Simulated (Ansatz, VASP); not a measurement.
## ScH3 in VASP and in Ansatz

INCAR

```
SYSTEM = ScH3
PREC = Accurate
ENCUT = 520
EDIFF = 1E-6
ISMEAR = 0
SIGMA = 0.05
LREAL = .False.
LASPH = .True.
NELM = 100
ALGO = Normal
ISIF = 2
LWAVE = .False.
LCHARG = .False.
GGA = PS
NBANDS = 15
```

File KPOINTS:

```
Automatic mesh
0
Gamma
  10 10 10
  0 0 0
```

File POSCAR:

```
ScH3
1.0
    0.0000000000      2.3838874365      2.3838874365
    2.3838874365      0.0000000000      2.3838874365
    2.3838874365      2.3838874365      0.0000000000
Sc H
1 3
Direct
    0.0000000000      0.0000000000      0.0000000000
    0.5000000000      0.5000000000      0.5000000000
    0.2500000000      0.2500000000      0.2500000000
    0.7500000000      0.7500000000      0.7500000000
```

Input for Ansatz:

```yaml
crystal:
  lattice:
    - [0.0, 2.3838874365, 2.3838874365]
    - [2.3838874365, 0.0, 2.3838874365]
    - [2.3838874365, 2.3838874365, 0.0]
  atoms:
    - { symbol: Sc, position: [0.0, 0.0, 0.0] }
    - { symbol: H, position: [0.5, 0.5, 0.5] }
    - { symbol: H, position: [0.25, 0.25, 0.25] }
    - { symbol: H, position: [0.75, 0.75, 0.75] }
basis:
  ecutwfc: 420
  ecutrho_ratio: 4
kpoints:
  mp_grid: { grid: [10, 10, 10] }
hamiltonian:
  xc: pbesol
scf:
  occupations: { method: gaussian, width: 0.05 }
output:
  forces: true
  stress: true
  eigenvalues: true
```

Alike in both runs: task single point; functional PBEsol; k mesh 10 × 10 × 10; occupations gaussian, width 0.05 eV; no spin polarisation.

|  | VASP | Ansatz |
| --- | --- | --- |
| version | VASP 6.6.1 | Ansatz 0.2.0 |
| potentials or method | VASP PAW PBE potentials, release 64 (Sc_sv, H), cutoff 520 eV | scalar-relativistic, plane waves, PAW |
| valence electrons in the cell | 14 | 14 |

|  | VASP | Ansatz | Ansatz less VASP |
| --- | --- | --- | --- |
| pressure (GPa) | -4.1 | -4.3 | -0.20 |

VASP's potentials were made for PBE, not for PBEsol.
